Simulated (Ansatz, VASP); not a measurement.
## CuO: VASP beside Ansatz

```
Cu O
1.0
     2.34185   -1.71130    0.00000
     2.34185    1.71130    0.00000
    -0.85003    0.00000    5.05787
Cu O
2 2
Direct
  0.00000 0.50000 0.00000
  0.50000 0.00000 0.50000
  0.58160 0.41840 0.25000
  0.41840 0.58160 0.75000
```

Alike in both runs: task single point; functional PBE; k mesh 9 × 9 × 5; no spin polarisation.

|  | VASP | Ansatz |
| --- | --- | --- |
| version | VASP 6.6.1 | Ansatz 0.2.0 |
| potentials or method | VASP PAW PBE potentials, release 64 (Cu, O) | plane waves, PAW |
| plane-wave cutoff (eV) | 520 | 420 |
| occupations | fermi-dirac, width 0.1 eV | fermi-dirac |
| valence electrons in the cell | 34 | 50 |

|  | VASP | Ansatz | Ansatz less VASP |
| --- | --- | --- | --- |
| gap on the k mesh at the Fermi level (eV) | none | none | - |
| pressure (GPa) | 6.5 | 5.8 | -0.75 |
| traceless stress, the component that is largest in VASP (GPa) | -1.09 | -1.02 | +0.066 |
| rms of the force components (eV/Å) | 0.089 | 0.106 | +0.0179 |

Atom by atom the forces differ by 0.018 eV/Å (rms over components). A gap of «none» marks a metal or a gap that the smearing closes. VASP's potentials hold 34 valence electrons a cell and Ansatz's 50, so a difference there can come from the potentials and not from the codes. Ansatz's warnings: stress scf threshold loose.
